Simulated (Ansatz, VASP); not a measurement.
# Cd2Se5: VASP beside Ansatz

```xyz
7
Lattice="-3.7085 3.7085 3.5190 3.7085 -3.7085 3.5190 3.7085 3.7085 -3.5190" Properties=species:S:1:pos:R:3 pbc="T T T"
Cd    0.0000    3.7085    1.7595
Cd    3.7085    0.0000    1.7595
Se    1.3989    5.2291    0.0000
Se    1.5206    2.3096    3.5190
Se    2.1879    1.3989    0.0000
Se    2.3096   -1.5206    3.5190
Se    0.0000    0.0000    0.0000
```

Alike in both runs: functional PBE; k mesh 6 × 6 × 6; occupations gaussian, width 0.1 eV; no spin polarisation.

Ansatz relaxed the structure, and its values are those at the end. VASP's run is a single point on that final structure, the one shown.

|  | VASP | Ansatz |
| --- | --- | --- |
| version | VASP 6.6.1 | Ansatz 0.2.0 |
| potentials or method | VASP PAW PBE potentials, release 64 (Cd, Se), cutoff 520 eV | scalar-relativistic, plane waves, PAW |
| valence electrons in the cell | 54 | 120 |

```csv
,VASP,Ansatz,Ansatz less VASP
gap on the k mesh at the Fermi level (eV),none,none,-
pressure (GPa),0.2,0.0,-0.18
rms of the force components (eV/Å),0.015,0.000,-0.0146
```

A gap of «none» marks a metal or a gap that the smearing closes. The functional is the same, so the differences come from potentials, cutoffs and numerics. VASP's potentials hold 54 valence electrons a cell and Ansatz's 120, so a difference there can come from the potentials and not from the codes.
